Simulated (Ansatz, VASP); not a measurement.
One calculation of NbTe, two programs

Contents of INCAR:

```
ALGO = Normal ; EDIFF = 1E-6
ENCUT = 520 ; GGA = RP
ISIF = 2 ; ISMEAR = -1
LASPH = T ; LCHARG = T
LELF = T ; LREAL = F
LVHAR = T ; LWAVE = F
NBANDS = 16 ; NELM = 60
PREC = Accurate ; SIGMA = 0.05
```

File KPOINTS:

```
k-points
0
Gamma
  8 8 7
```

The input POSCAR:

```
NbTe
1.0
    3.7029743866      0.0000000000      0.0000000000
   -1.8514871933      3.2068698884      0.0000000000
    0.0000000000      0.0000000000      3.6942110000
Te Nb
1 1
Direct
    0.6666666667      0.3333333333      0.0000000000
    0.0000000000      0.0000000000      0.5000000000
```

The input input.yaml:

```yaml
crystal:
  lattice:
    - [3.7029743866, 0.0, 0.0]
    - [-1.8514871933, 3.2068698884, 0.0]
    - [0.0, 0.0, 3.694211]
  atoms:
    - { symbol: Te, position: [0.6666666667, 0.3333333333, 0.0] }
    - { symbol: Nb, position: [0.0, 0.0, 0.5] }
hamiltonian:
  xc: rpbe
  pseudopotentials: { kind: paw }
kpoints:
  mp_grid: { grid: [8, 8, 7] }
  band_path:
    path:
      - [[0.0, 0.0, 0.0], [0.5, 0.0, 0.0], [0.3333333333, 0.3333333333, 0.0], [0.0, 0.0, 0.0], [0.0, 0.0, 0.5], [0.5, 0.0, 0.5], [0.3333333333, 0.3333333333, 0.5], [0.0, 0.0, 0.5]]
      - [[0.5, 0.0, 0.5], [0.5, 0.0, 0.0]]
      - [[0.3333333333, 0.3333333333, 0.0], [0.3333333333, 0.3333333333, 0.5]]
    npoints: 14
scf:
  occupations: { method: fermi_dirac, width: 0.05 }
  n_extra_bands: 6
output:
  forces: true
  stress: true
  eigenvalues: true
  fatbands: false
  write_density: true
  write_potential: true
  elf: true
  volumetric_format: npy
```

Alike in both runs: functional RPBE; k mesh 8 × 8 × 7; occupations fermi-dirac, width 0.05 eV; no spin polarisation.

```csv
,VASP,Ansatz
version,VASP 6.6.1,Ansatz 0.2.0
potentials or method,"VASP PAW PBE potentials, release 64 (Te, Nb_sv)",Ansatz PAW
plane-wave cutoff (eV),520,420
valence electrons in the cell,19,29
task,single point,band structure
```

|  | VASP | Ansatz | Ansatz less VASP |
| --- | --- | --- | --- |
| gap on the k mesh at the Fermi level (eV) | none | none | - |
| pressure (GPa) | 1.2 | 1.5 | +0.30 |
| traceless stress, the component that is largest in VASP (GPa) | 0.63 | 0.69 | +0.059 |

VASP's potentials were made for PBE, not for RPBE. A gap of «none» marks a metal or a gap that the smearing closes. With one functional, cell and mesh, what is left measures potentials, basis and numerics. VASP's potentials hold 19 valence electrons a cell and Ansatz's 29, so a difference there can come from the potentials and not from the codes.

Neither program's run includes spin-orbit coupling.
